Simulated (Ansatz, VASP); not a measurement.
One calculation of Zr3S2, two programs

```
Zr S
1.0
     2.75045    1.58797    3.48037
    -2.75045    1.58797    3.48037
     0.00000   -3.17595    3.48037
Zr S
3 2
Direct
  0.16211 0.83789 0.50000
  0.50000 0.16211 0.83789
  0.83789 0.50000 0.16211
  0.33478 0.33478 0.33478
  0.66522 0.66522 0.66522
```

Change from the starting cell: strain -0.050 along x and y, +0.000 along z, atoms carried along.

Alike in both runs: task single point; functional PBE; k mesh 12 × 12 × 12; occupations gaussian, width 0.15 eV; no spin polarisation.

|  | VASP | Ansatz |
| --- | --- | --- |
| version | VASP 6.6.1 | Ansatz 0.2.0 |
| potentials or method | VASP PAW PBE potentials, release 64 (Zr_sv, S), cutoff 520 eV | scalar-relativistic, plane waves, PAW |
| valence electrons in the cell | 48 | 48 |

Ansatz gave:

- gap on the k mesh at the Fermi level (eV): none
- pressure (GPa): 14.8
- traceless stress, the component that is largest in VASP (GPa): -3.57
- rms of the force components (eV/Å): 0.167

**Question.** Estimate VASP's values.

**Answer.** gap on the k mesh at the Fermi level (eV): none; pressure (GPa): 14.9; traceless stress, the component that is largest in VASP (GPa): -3.53; rms of the force components (eV/Å): 0.168.

Atom by atom the forces differ by 0.001 eV/Å (rms over components). A gap of «none» marks a metal or a gap that the smearing closes.
